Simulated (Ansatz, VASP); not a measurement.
## One calculation of Ir, two programs

File INCAR:

```
PREC = Accurate
ENCUT = 500
EDIFF = 1E-6
ISMEAR = -1
SIGMA = 0.05
LREAL = False
LASPH = True
NELM = 120
ALGO = Normal
ISIF = 2
LWAVE = False
LCHARG = False
GGA = PE
NBANDS = 10
GGA_COMPAT = False
```

KPOINTS

```
Automatic mesh
0
Gamma
  12 13 11
```

File POSCAR:

```
Ir
1.0
    0.0521870000      1.8384880000      1.7485630000
    1.9316730000      0.0705750000      1.7296710000
    2.1685350000      2.0571090000     -0.1684220000
Ir
1
Direct
    0.0099160000     -0.0079280000      0.0077910000
```

The input input.yaml:

```yaml
crystal:
  lattice:
    - [0.052187, 1.838488, 1.748563]
    - [1.931673, 0.070575, 1.729671]
    - [2.168535, 2.057109, -0.168422]
  atoms:
    - { symbol: Ir, position: [0.009916, -0.007928, 0.007791] }
kpoints:
  mp_grid: { grid: [12, 13, 11] }
scf:
  occupations: { method: fermi_dirac, width: 0.05 }
hamiltonian:
  xc: pbe
  pseudopotentials: { kind: all_electron, lapw: { basis_error: 0.001 } }
output:
  forces: true
  stress: true
  eigenvalues: true
  populations: true
```

Change from the starting cell: cell strained at random at fixed volume.

Alike in both runs: task single point; functional PBE; k mesh 12 × 13 × 11; occupations fermi-dirac, width 0.05 eV; no spin polarisation.

```csv
,VASP,Ansatz
version,VASP 6.6.1,Ansatz 0.2.0
potentials or method,"VASP PAW PBE potentials, release 64 (Ir), cutoff 500 eV","all-electron LAPW, scalar-relativistic"
```

|  | VASP | Ansatz | Ansatz less VASP |
| --- | --- | --- | --- |
| gap on the k mesh at the Fermi level (eV) | none | none | - |
| pressure (GPa) | 30.1 | 29.2 | -0.84 |
| traceless stress, the component that is largest in VASP (GPa) | 25.15 | 25.04 | -0.111 |

A gap of «none» marks a metal or a gap that the smearing closes. Both programs put the cell under a high pressure, so it lies far from rest at this level. Ansatz ran all-electron here, and VASP with PAW potentials.

Spin-orbit coupling is off throughout.
